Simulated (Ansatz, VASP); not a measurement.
# One calculation of Au, two programs

```
CELL_PARAMETERS angstrom
2.90000 0.00000 0.00000
-1.45000 2.51147 0.00000
0.00000 0.00000 4.88000
ATOMIC_POSITIONS crystal
Au 0.33333 0.66667 0.75000
Au 0.66667 0.33333 0.25000
```

Alike in both runs: task electric field gradients; functional r2SCAN; k mesh 18 × 18 × 10; occupations fermi-dirac, width 0.05 eV; no spin polarisation.

```csv
,VASP,Ansatz
version,VASP 6.6.1,Ansatz 0.2.0
potentials or method,"VASP PAW PBE potentials, release 64 (Au)","plane-wave PAW, scalar-relativistic"
plane-wave cutoff (eV),520,500
valence electrons in the cell,22,38
```

```csv
,VASP,Ansatz,Ansatz less VASP
pressure (GPa),-1.2,-1.5,-0.27
"traceless stress, the component that is largest in VASP (GPa)",0.07,0.11,+0.038
size of Vzz on the site where it differs most (V/Å²),22.1,14.0,-8.04
```

VASP's potentials were made for PBE, not for r2SCAN. The functional is the same, so the differences come from potentials, cutoffs and numerics. VASP's potentials hold 22 valence electrons a cell and Ansatz's 38, so a difference there can come from the potentials and not from the codes.

Neither program's run includes spin-orbit coupling.
